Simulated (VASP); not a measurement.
Write the native input for VASP 6.6.1 that does the following.

```yaml
Task: single point
Functional: PBEsol
Potentials_or_basis: VASP PAW PBE potentials, release 64 (W_sv, Se)
Cutoff: 520 eV
k_mesh: 12 × 12 × 2
Occupations: gaussian, width 0.05 eV
Spin: no spin polarisation
Dipole_correction: no
Further_INCAR_settings: ALGO = Normal; EDIFF = 1e-06; NBANDS = 20
```

The structure of WSe2 lies in POSCAR:

```
WSe2
1.0
    3.2702526784      0.0000000000      0.0000000000
   -1.6351263392      2.8321218963      0.0000000000
    0.0000000000      0.0000000000     16.6612169706
W Se
1 2
Direct
    0.0000000000      0.0000000000      0.0315103033
    0.3333333333      0.6666666667      0.1003992721
    0.3333333333      0.6666666667      0.8996007279
```

This cell differs from its parent crystal: atom 1 (W) moved +0.525 Å along Cartesian [0 0 1].

The input as run:

INCAR

```
SYSTEM = WSe2
ALGO = Normal ; EDIFF = 1E-6
ENCUT = 520 ; GGA = PS
ISIF = 2 ; ISMEAR = 0
LASPH = .TRUE. ; LCHARG = .FALSE.
LREAL = .FALSE. ; LWAVE = .FALSE.
NBANDS = 20 ; NELM = 80
PREC = Accurate ; SIGMA = 0.05
```

KPOINTS

```
k-points
0
G
  12 12 2
  0 0 0
```

Potentials or basis: VASP PAW PBE potentials, release 64 (W_sv, Se).

Run with:

```console
$ cat potpaw_PBE.64/W_sv/POTCAR potpaw_PBE.64/Se/POTCAR > POTCAR
$ mpirun -np 1 vasp_std > vasp.out
```

Results of the run:

| Quantity | Value |
| --- | --- |
| Largest force | 11.568 eV/Å |
| Band gap on the k mesh | zero (bands 13 and 14 overlap by 0.82 eV) |

Caveat: the cell differs from its parent crystal (atom 1 (W) moved +0.525 Å along Cartesian [0 0 1]); the PAW data sets were made with another functional, which shifts forces and pressure a little; spin-orbit coupling is left out, which moves the levels of the heavy elements.

Run time: 3.8 min on 1 thread of Intel Xeon 8259CL, on a shared host, peak memory 0.31 GiB.
